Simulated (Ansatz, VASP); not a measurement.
**CoSi in VASP and in Ansatz**

POSCAR

```
CoSi
1.0
    0.0000000000      2.0751077132      2.0751077132
    2.0751077132      0.0000000000      2.0751077132
    2.0751077132      2.0751077132      0.0000000000
Co Si
1 1
Direct
    0.0000000000      0.0000000000      0.0000000000
    0.5000000000      0.5000000000      0.5000000000
```

File INCAR.step1:

```
SYSTEM = CoSi
  PREC = Accurate
  ENCUT = 660
  ISMEAR = -1
  SIGMA = 0.1
  LREAL = .False.
  LASPH = .True.
  NELM = 120
  NBANDS = 14
  GGA = PE
  ALGO = Normal
  EDIFF = 1E-5
  LWAVE = .True.
  LCHARG = .False.
  GGA_COMPAT = .False.
```

INCAR.step2

```
SYSTEM = CoSi
  PREC = Accurate
  ENCUT = 660
  EDIFF = 1E-6
  ISMEAR = -1
  SIGMA = 0.1
  LREAL = .False.
  LASPH = .True.
  NELM = 120
  ALGO = Normal
  ISIF = 2
  LWAVE = .False.
  LCHARG = .False.
  METAGGA = R2SCAN
  LMIXTAU = .True.
  NBANDS = 14
  ISTART = 1
  GGA_COMPAT = .False.
```

KPOINTS

```
regular mesh
0
Gamma
  14 14 14
  0 0 0
```

Input for Ansatz:

```yaml
crystal:
  lattice:
    - [0.0, 2.0751077132, 2.0751077132]
    - [2.0751077132, 0.0, 2.0751077132]
    - [2.0751077132, 2.0751077132, 0.0]
  atoms:
    - { symbol: Co, position: [0.0, 0.0, 0.0] }
    - { symbol: Si, position: [0.5, 0.5, 0.5] }
kpoints:
  mp_grid: { grid: [14, 14, 14] }
scf:
  occupations: { method: fermi_dirac, width: 0.1 }
hamiltonian:
  xc: r2scan
  pseudopotentials: { kind: paw }
output:
  forces: true
  stress: true
  eigenvalues: true
  populations: true
```

Change from the starting cell: volume scaled by 0.72, PAW files.

Alike in both runs: task single point; functional r2SCAN; k mesh 14 × 14 × 14; occupations fermi-dirac, width 0.1 eV; no spin polarisation.

|  | VASP | Ansatz |
| --- | --- | --- |
| version | VASP 6.6.1 | Ansatz 0.2.0 |
| potentials or method | VASP PAW PBE potentials, release 64 (Co, Si) | PAW with Ansatz's default frozen-core files, scalar-relativistic |
| plane-wave cutoff (eV) | 660 | 500 |
| valence electrons in the cell | 13 | 21 |

Ansatz gave:

- pressure (GPa): 112.4

What did VASP give for the same quantities?

Pressure (GPa): 114.7.

VASP's potentials were made for PBE, not for r2SCAN. Both programs put the cell under a high pressure, so it lies far from rest at this level. The functional is the same, so the differences come from potentials, cutoffs and numerics. VASP's potentials hold 13 valence electrons a cell and Ansatz's 21, so a difference there can come from the potentials and not from the codes.

Noted on VASP's run: the cell as given lies far from equilibrium.
